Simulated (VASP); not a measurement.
Set up this calculation in VASP 6.6.1, as the native input.

```yaml
Task: single point
Functional: PBE
Potentials_or_basis: VASP PAW PBE potentials, release 64 (Zr_sv, In_d, Se)
Cutoff: 520 eV
k_mesh: 6 × 6 × 2
Occupations: gaussian, width 0.1 eV
Spin: no spin polarisation
Dipole_correction: no
Further_INCAR_settings: ALGO = Normal; EDIFF = 1e-07; NBANDS = 37
```

The structure of ZrIn2Se3 lies in POSCAR:

```
ZrIn2Se3
1.0
    3.6381858300      0.0000000000      0.0000000000
    0.0000000000      3.6381858300      0.0000000000
    0.0000000000      0.0000000000     11.0150998600
Zr In Se
1 2 3
Direct
    0.5000000000      0.5000000000      0.0000000000
    0.5000000000      0.5000000000      0.3248246900
    0.5000000000      0.5000000000      0.6751753100
    0.0000000000      0.0000000000      0.8390681100
    0.0000000000      0.0000000000      0.1609318900
    0.0000000000      0.0000000000      0.5000000000
```

The cell was built from a structure type or drawn by symmetry, and may not be a known phase.

These files were run (other wordings do the same):

INCAR

```
SYSTEM = ZrIn2Se3
PREC = Accurate
ENCUT = 520
EDIFF = 1E-7
ISMEAR = 0
SIGMA = 0.1
LREAL = .False.
LASPH = .True.
NELM = 80
ALGO = Normal
ISIF = 2
LWAVE = .False.
LCHARG = .False.
GGA = PE
NBANDS = 37
```

KPOINTS

```
Automatic mesh
0
Gamma
  6 6 2
  0 0 0
```

Potentials or basis: VASP PAW PBE potentials, release 64 (Zr_sv, In_d, Se).

Command:

```console
$ cat potpaw_PBE.64/Zr_sv/POTCAR potpaw_PBE.64/In_d/POTCAR potpaw_PBE.64/Se/POTCAR > POTCAR
$ mpirun -np 1 vasp_std > vasp.out
```

It gave:

| Quantity | Value |
| --- | --- |
| Pressure | -5.0 GPa |
| Largest force | 1.914 eV/Å |
| Band gap on the k mesh | zero (bands 28 and 29 overlap by 0.93 eV) |

Caveat: the cell stands under tension; spin-orbit coupling is left out, which moves the levels of the heavy elements; forces of over 1 eV/Å act on the atoms, so gaps and moduli don't describe the material at rest.

It took 66 s on 1 thread of Intel(R) Xeon(R) 6975P-C (Granite Rapids), on a shared host, peak memory 0.29 GiB.
